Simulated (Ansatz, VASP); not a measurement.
**CdS, level by level in two programs**

```
Cd S
1.0
     0.00000    2.95488    2.95488
     2.95488    0.00000    2.95488
     2.95488    2.95488    0.00000
Cd S
1 1
Cartesian
  0.0000 0.0000 0.0000
  4.4323 4.4323 4.4323
```

Single points on this cell with VASP 6.6.1 and Ansatz 0.2.0. Each row is one pair of runs. Alike in all rows: VASP's potentials, cutoff: VASP PAW PBE potentials, release 64 (Cd, S), 520 eV.

| level | spin | k mesh | smearing | Ansatz's potentials, cutoff | pressure (GPa), VASP | pressure (GPa), Ansatz |
| --- | --- | --- | --- | --- | --- | --- |
| r2SCAN0 | off | 4 × 4 × 4 | fermi-dirac, width 0.05 eV | Ansatz PAW, 500 eV | -1.3 | -1.4 |
| r2SCAN+rVV10 | off | 8 × 8 × 8 | fermi-dirac, width 0.05 eV | Ansatz PAW, 500 eV | -1.4 | -1.8 |
| PBE+D3(BJ) | non-collinear, zero start, SOC | 8 × 8 × 8 | fermi-dirac, width 0.1 eV | PseudoDojo standard (PBE files), 1388 eV | -1.3 | -1.6 |

Pressure (GPa): the two programs differ by at most 0.35.

VASP's potentials hold 18 valence electrons a cell and Ansatz's 26, so a difference there can come from the potentials and not from the codes.

The k mesh is coarse in some rows, so the values compare programs but aren't converged.
